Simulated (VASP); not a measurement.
# Ta8N9 (a cell with a defect) in VASP: single point with PBE

Aim: the single point of Ta8N9 (a cell with a defect) with PBE.

Program: VASP 6.6.1. These are calculated values, not measurements. Logs are shortened: lines on timing, memory, paths and dates and some standing lists are left out, and cuts for length are marked.

### 1 The cell of the first run

The cell holds a defect, 17 atoms: a = 6.247 Å, b = 6.247 Å, c = 6.247 Å, α = 60.00°, β = 60.00°, γ = 60.00°.

### 2 Single point, PBE

Input file INCAR:

```
PREC     = Accurate       # precision mode
ENCUT    = 520            # plane-wave cutoff, eV
EDIFF    = 1E-7           # SCF threshold, eV
ISMEAR   = 0              # smearing method
SIGMA    = 0.1            # smearing width, eV
LREAL    = Auto         
LASPH    = True           # aspherical terms in the spheres
NELM     = 80             # most SCF steps
ALGO     = Normal         # electronic algorithm
ISIF     = 2              # what is computed and relaxed
LWAVE    = False          # write WAVECAR
LCHARG   = False          # write CHGCAR
GGA      = PE             # functional
NBANDS   = 80             # bands
```

Input file KPOINTS:

```
regular mesh
0
Gamma
  5 5 5
```

Input file POSCAR:

```
Ta8N9
1.0
    0.0000000000      4.4172695543     -4.4172695543
    4.4172695543      4.4172695543      0.0000000000
    4.4172695543      0.0000000000     -4.4172695543
Ta N
8 9
Direct
    0.2293441656      0.7990886580      0.2222433990
    0.2343599337      0.2358608609      0.2535758767
    0.7289757757      0.7223191750      0.2996105363
    0.7414324527      0.2782703172      0.2315656736
    0.2558031576      0.7537034947      0.7359402590
    0.2307903078      0.2462964930      0.7770291031
    0.7286133346      0.7315103732      0.7786630310
    0.7258608424      0.2770385608      0.7464242242
   -0.0563808699     -0.0090002431      0.5046199859
   -0.0010822296      0.5652148843      0.4863700242
    0.5407210202      0.0046894354      0.4914016393
    0.4580973552      0.4906154070      0.5112202170
   -0.0702569758     -0.0141530869      1.0652483264
    0.0041664879      0.5282880004      0.9951958888
    0.5199632877      0.0111962830      0.9908390118
    0.4522705657      0.4949566634      1.0284629326
    1.1064211590      0.1336288159      0.6335383127
```

Potentials or basis: VASP PAW PBE potentials, release 64 (Ta_pv, N).

The run is started by

```console
cat potpaw_PBE.64/Ta_pv/POTCAR potpaw_PBE.64/N/POTCAR > POTCAR
mpirun -np 1 vasp_std > vasp.out
```

OUTCAR:

```text
PREC = Accurate
   ENCUT = 520
   EDIFF = 1E-7
   ISMEAR = 0
   LREAL = Auto
   LASPH = True
   NELM = 80
   ISIF = 2
   GGA = PE

 ion  position               nearest neighbor table
   1  0.229  0.799  0.222-  10 2.06  13 2.08   9 2.14  16 2.23  15 2.24  12 2.32   6 2.79   2 2.85
                             7 2.97   4 3.02   5 3.11   5 3.16   3 3.16   3 3.16   4 3.23   7 3.32
   2  0.234  0.236  0.254-  17 1.94  16 2.11  15 2.17  14 2.18   9 2.37  11 2.43  10 2.52   1 2.85
                             6 2.96   5 3.02   4 3.02   3 3.11   8 3.13   8 3.14   3 3.16   5 3.24
   3  0.729  0.722  0.300-  13 2.06  10 2.08  11 2.14  14 2.23  12 2.24  15 2.32   8 2.79   5 2.85
                             4 2.97   7 3.02   2 3.11   2 3.16   1 3.16   1 3.16   7 3.23   4 3.32
   4  0.741  0.278  0.232-  13 2.08  11 2.11   9 2.13  12 2.20  16 2.20  14 2.27   7 2.83   6 2.95
                             3 2.97   1 3.02   2 3.02   8 3.08   8 3.17   1 3.23   2 3.24   6 3.30
   5  0.256  0.754  0.736-  17 1.94  14 2.11  12 2.17  16 2.18  11 2.37   9 2.42  13 2.51   3 2.85
                             8 2.96   2 3.02   7 3.03   1 3.11   6 3.13   6 3.14   1 3.16   7 3.24
   6  0.231  0.246  0.777-  17 1.94  12 2.09  14 2.22  15 2.24  10 2.34  11 2.35  13 2.48   1 2.79
                             4 2.95   2 2.96   7 3.09   8 3.10   5 3.13   5 3.14   8 3.16   7 3.16
   7  0.729  0.732  0.779-  10 2.08   9 2.11  11 2.13  15 2.20  14 2.20  16 2.27   4 2.83   8 2.95
                             1 2.97   3 3.02   5 3.03   6 3.09   6 3.16   3 3.23   5 3.24   8 3.30
   8  0.726  0.277  0.746-  17 1.94  15 2.09  16 2.22  12 2.24  13 2.34   9 2.35  10 2.48   3 2.79
                             7 2.95   5 2.96   4 3.08   6 3.10   2 3.13   2 3.14   6 3.16   4 3.17
   9  0.944  0.991  0.505-   7 2.11   4 2.13   1 2.14   8 2.35   2 2.37   5 2.42
  10  0.999  0.565  0.486-   1 2.06   7 2.08   3 2.08   6 2.34   8 2.48   2 2.52
  11  0.541  0.005  0.491-   4 2.11   7 2.13   3 2.14   6 2.35   5 2.37   2 2.43
  12  0.458  0.491  0.511-   6 2.09   5 2.17   4 2.20   8 2.24   3 2.24   1 2.32
  13  0.930  0.986  0.065-   3 2.06   4 2.08   1 2.08   8 2.34   6 2.48   5 2.51
  14  0.004  0.528  0.995-   5 2.11   2 2.18   7 2.20   6 2.22   3 2.23   4 2.27
  15  0.520  0.011  0.991-   8 2.09   2 2.17   7 2.20   6 2.24   1 2.24   3 2.32
  16  0.452  0.495  0.028-   2 2.11   5 2.18   4 2.20   8 2.22   1 2.23   7 2.27
  17  0.106  0.134  0.634-   6 1.94   5 1.94   8 1.94   2 1.94

  LATTYP: Found a face centered cubic cell.
 ALAT       =     8.8345391086

  Lattice vectors:

 A1 = (   0.0000000000,   4.4172695543,  -4.4172695543)
 A2 = (   4.4172695543,   4.4172695543,   0.0000000000)
 A3 = (   4.4172695543,   0.0000000000,  -4.4172695543)

Analysis of symmetry for initial positions (statically):
=====================================================================
 Subroutine PRICEL returns:
 Original cell was already a primitive cell.

 Routine SETGRP: Setting up the symmetry group for a
 face centered cubic supercell.

 Subroutine GETGRP returns: Found  1 space group operations
 (whereof  1 operations were pure point group operations)
 out of a pool of 48 trial point group operations.

The static configuration has the point symmetry C_1 .

Analysis of symmetry for dynamics (positions and initial velocities):
=====================================================================
 Subroutine PRICEL returns:
 Original cell was already a primitive cell.

 Routine SETGRP: Setting up the symmetry group for a
 face centered cubic supercell.

 Subroutine GETGRP returns: Found  1 space group operations
 (whereof  1 operations were pure point group operations)
 out of a pool of 48 trial point group operations.

The dynamic configuration has the point symmetry C_1 .

 Subroutine INISYM returns: Found  1 space group operations
 (whereof  1 operations are pure point group operations),
 and found     1 'primitive' translations

----------------------------------------------------------------------------------------

                                     Primitive cell

  volume of cell :     172.3819

  direct lattice vectors                    reciprocal lattice vectors
     0.000000000  4.417269554 -4.417269554    -0.113192096  0.113192096 -0.113192096
     4.417269554  4.417269554  0.000000000     0.113192096  0.113192096  0.113192096
     4.417269554  0.000000000 -4.417269554     0.113192096 -0.113192096 -0.113192096

  length of vectors
     6.246962512  6.246962512  6.246962512     0.196054462  0.196054462  0.196054462

  position of ions in fractional coordinates (direct lattice)
     0.229344166  0.799088658  0.222243399
[... 48 lines left out ...]
    -0.022638419  0.022638419 -0.022638419     0.200000000  0.000000000  0.000000000
     0.022638419  0.022638419  0.022638419     0.000000000  0.200000000  0.000000000
     0.022638419 -0.022638419 -0.022638419     0.000000000  0.000000000  0.200000000

  Length of vectors
     0.039210892  0.039210892  0.039210892

  Shift w.r.t. Gamma in fractional coordinates (k-lattice)
     0.000000000  0.000000000  0.000000000

 Subroutine IBZKPT returns following result:
 ===========================================

 Found     63 irreducible k-points:

 Following reciprocal coordinates:
            Coordinates               Weight
  0.000000  0.000000  0.000000      1.000000
  0.200000  0.000000  0.000000      2.000000
  0.000000  0.200000  0.000000      2.000000
  0.000000  0.000000  0.200000      2.000000
  0.200000  0.200000  0.200000      2.000000
  0.400000  0.000000  0.000000      2.000000
[... 16 lines left out ...]
  0.200000  0.400000  0.400000      2.000000
  0.400000  0.000000  0.200000      2.000000
 [... further k-points ...]
   k-points           NKPTS =     63   k-points in BZ     NKDIM =     63   number of bands    NBANDS=     80
   number of dos      NEDOS =    301   number of ions     NIONS =     17
   total plane-waves  NPLWV = 110592
   dimension x,y,z NGX =    48 NGY =   48 NGZ =   48
   dimension x,y,z NGXF=    96 NGYF=   96 NGZF=   96
   ions per type =               8   9
   NGX,Y,Z   is equivalent  to a cutoff of  12.77, 12.77, 12.77 a.u.
   NGXF,Y,Z  is equivalent  to a cutoff of  25.55, 25.55, 25.55 a.u.
 SYSTEM =  unknown system
   PREC   = accura    normal or accurate (medium, high low for compatibility)
   ISTART =      0    job   : 0-new  1-cont  2-samecut
   ICHARG =      2    charge: 1-file 2-atom 10-const
   ISPIN  =      1    spin polarized calculation?
   LNONCOLLINEAR =      F non collinear calculations
   LSORBIT =      F    spin-orbit coupling
   LASPH  =      T    aspherical Exc in radial PAW
   ENCUT  =  520.0 eV  38.22 Ry    6.18 a.u.  11.62 11.62 11.62*2*pi/ulx,y,z
   NELM   =     80;   NELMIN=  2; NELMDL= -5     # of ELM steps
   EDIFF  = 0.1E-06   stopping-criterion for ELM
   LREAL  =      T    real-space projection
   EDIFFG = 0.1E-05   stopping-criterion for IOM
   NSW    =      0    number of steps for IOM
   IBRION =     -1    ionic relax: 0-MD 1-quasi-New 2-CG
   NFREE  =      0    steps in history (QN), initial steepest desc. (CG)
   ISIF   =      2    stress and relaxation
   ISYM   =      2    0-nonsym 1-usesym 2-fastsym
   POTIM  = 0.5000    time-step for ionic-motion
   TEBEG  =    0.0;   TEEND  =   0.0 temperature during run
   PSTRESS=    0.0 pullay stress
   NELECT =     133.0000    total number of electrons
   NUPDOWN=      -1.0000    fix difference up-down
   EMIN   =  10.00;   EMAX   =-10.00  energy-range for DOS
   EFERMI =   0.00;   METHOD = LEGACY
   ISMEAR =     0;   SIGMA  =   0.10  broadening in eV -4-tet -1-fermi 0-gaus
   EFERMI_NEDOS =   21; number of points for ismear=-14 and -15
   IALGO  =     38    algorithm
   IMIX   =      4    mixing-type and parameters
     AMIX     =   0.40;   BMIX     =  1.00
     AMIX_MAG =   1.60;   BMIX_MAG =  1.00
  volume/ion in A,a.u.               =      10.14        68.43
  Fermi-wavevector in a.u.,A,eV,Ry     =   1.501510  2.837442 30.674762  2.254531
  Thomas-Fermi vector in A             =   2.612871
   LORBIT       =      0    0 simple, 1 ext, 2 COOP (PROOUT), +10 PAW based schemes
   GGA     = PE    functional components
   LHFCALC =     F    Hartree Fock is set to
   AEXX    =    0.0000 exact exchange contribution
   IVDW    =     0    specifies the selected vdW correction
   LEPSILON=     F    determine dielectric tensor
   LRPA    =     F    only Hartree local field effects (RPA)
 non-spin polarized calculation
 Gauss-broadening in eV      SIGMA  =   0.10
  energy-cutoff  :      520.00
  volume of cell :      172.38
 maximum number of plane-waves:      4675
   NGX = 23   NGY = 23   NGZ = 23

 number of electron     133.0000002 magnetization

 Free energy of the ion-electron system (eV)
  ---------------------------------------------------
  ext. energy  EPLUGINS =         0.00000000
  ---------------------------------------------------
  free energy    TOTEN  =      -179.82390415 eV

  energy without entropy =     -179.80141086  energy(sigma->0) =     -179.81265750

 E-fermi :   9.3381     XC(G=0): -13.5207

 val. band max:        9.3010815165   @ k =  -0.4000   0.2000   0.4000
 cond. band min:       9.3412372091   @ k =  -0.4000  -0.2000  -0.2000
 fundamental gap:      0.0401556927
 Fermi energy:         9.3380753743

 k-point     1 :       0.0000    0.0000    0.0000
  band No.  band energies     occupation
      1     -27.2351      2.00000
      2     -27.0332      2.00000
      3     -26.9808      2.00000
      4     -26.9790      2.00000
      5     -26.9116      2.00000
      6     -26.8550      2.00000
[... 1933 lines left out ...]
     77      11.6458      0.00000
     78      11.8432      0.00000

 [... further k-points ...]

 [bands above 78 left out]

------------------------ aborting loop because EDIFF is reached ----------------------------------------

  FORCE on cell =-STRESS in cart. coord.  units (eV):
  Direction    XX          YY          ZZ          XY          YZ          ZX
  --------------------------------------------------------------------------------------
  -------------------------------------------------------------------------------------
  Total       17.9664660     45.1727599     17.3955954      0.0319871     -3.2833350     -0.0049034
  in kB      166.9865692    419.8513036    161.6806990      0.2972995    -30.5164549     -0.0455740
  external PRESSURE =     249.5061906 kB  Pullay stress =       0.0000000 kB

 VOLUME and BASIS-vectors are now :
 -----------------------------------------------------------------------------
  energy-cutoff  :      520.00
  volume of cell :      172.38
      direct lattice vectors                 reciprocal lattice vectors
     0.000000000  4.417269554 -4.417269554    -0.113192096  0.113192096 -0.113192096
     4.417269554  4.417269554  0.000000000     0.113192096  0.113192096  0.113192096
     4.417269554  0.000000000 -4.417269554     0.113192096 -0.113192096 -0.113192096

 POSITION                                       TOTAL-FORCE (eV/Angst)
 -----------------------------------------------------------------------------------
      4.51150      4.54287     -1.99478        -0.003931      0.034127      0.000095
      2.16197      2.07709     -2.15534        -0.039342      0.023087      0.028382
      4.51414      6.41076     -4.54354        -0.015444     -0.033500      0.000845
      2.25208      4.50430     -4.29799         0.009060      0.031702      0.017977
      6.58016      4.45926     -4.38080        -0.051122     -0.033238     -0.041103
      4.52030      2.10742     -4.45181         0.039180      0.012667     -0.044493
[... 9 lines left out ...]
      2.31209      4.18416     -2.12353         0.004595      0.009379     -0.001448
      3.38878      1.06037     -3.26860         0.020951      0.004187      0.004710
 -----------------------------------------------------------------------------------
    total drift:                               -0.004074      0.000554      0.000087

  FREE ENERGIE OF THE ION-ELECTRON SYSTEM (eV)
  ---------------------------------------------------
  free  energy   TOTEN  =      -179.8239041497 eV

  energy  without entropy=     -179.8014108586  energy(sigma->0) =     -179.81265750
```

Run time: 53 min. Hardware: 1 thread of Oxide Virtual Turin-like, shared host; peak memory 0.64 GiB.

Results:

| Item | Value |
| --- | --- |
| Free energy | -179.8239 eV |
| Pressure | 25.0 GPa |
| Largest force | 0.074 eV/Å |
| Band gap on the k mesh | zero (an odd number of electrons rules out a gap without spin polarisation) |

Forces on the atoms (eV/Å):
```
Ta  -0.004  0.034  0.000
Ta  -0.039  0.023  0.028
Ta  -0.015 -0.034  0.001
Ta   0.009  0.032  0.018
Ta  -0.051 -0.033 -0.041
Ta   0.039  0.013 -0.044
Ta   0.011 -0.028 -0.018
Ta   0.033 -0.021  0.047
N    0.015  0.006 -0.015
N   -0.019 -0.014 -0.016
N    0.006 -0.011  0.012
N    0.001  0.010  0.014
N   -0.017  0.016  0.025
N    0.012 -0.001  0.003
N   -0.007 -0.006 -0.017
N    0.005  0.009 -0.001
N    0.021  0.004  0.005
```

Caveat: spin-orbit coupling is left out, which moves the levels of the heavy elements; an odd number of electrons without spin polarisation forces a metal; a magnetic or distorted state may lie lower.

The gap in the log of VASP goes by the Fermi energy; the results here count the filled bands.